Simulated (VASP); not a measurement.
A run of VASP 6.6.1 is set up as follows.

INCAR

```
SYSTEM = Y
PREC = Accurate
ENCUT = 600
EDIFF = 1E-6
ISMEAR = 0
SIGMA = 0.1
LREAL = .False.
LASPH = .True.
NELM = 80
ALGO = Fast
ISIF = 3
LWAVE = .False.
LCHARG = .False.
GGA = PS
IBRION = 2
NSW = 100
EDIFFG = -0.005
```

The input KPOINTS:

```
Automatic mesh
0
Gamma
  15 15 8
  0 0 0
```

Contents of POSCAR:

```
Y
1.0
    3.6007600000      0.0000000000      0.0000000000
   -1.8003800000      3.1183500000      0.0000000000
    0.0000000000      0.0000000000      5.8800160000
Y
2
Direct
    0.0000000000      0.0000000000      0.0000000000
    0.3333333300      0.6666666700      0.5000000000
```

Potentials or basis: VASP PAW PBE potentials, release 64 (Y_sv).

The run is started by

```bash
$ cat potpaw_PBE.64/Y_sv/POTCAR > POTCAR
$ mpirun -np 1 vasp_std > vasp.out
```

(1) Estimate the relaxed cell.

(2) What does it give for the space group after relaxing (to 0.1 Å)?

(3) Predict the relaxed volume.

(4) What does it give for the band gap on the k mesh?

## Answers

(1) a = 3.596 Å, b = 3.596 Å, c = 5.579 Å, α = 90.00°, β = 90.00°, γ = 120.00°.

(2) P6_3/mmc (No. 194).

(3) 31.24 Å³/atom.

(4) zero (bands 11 and 12 overlap by 1.59 eV).

Caveat: the PAW data sets were made with another functional, which shifts forces and pressure a little.
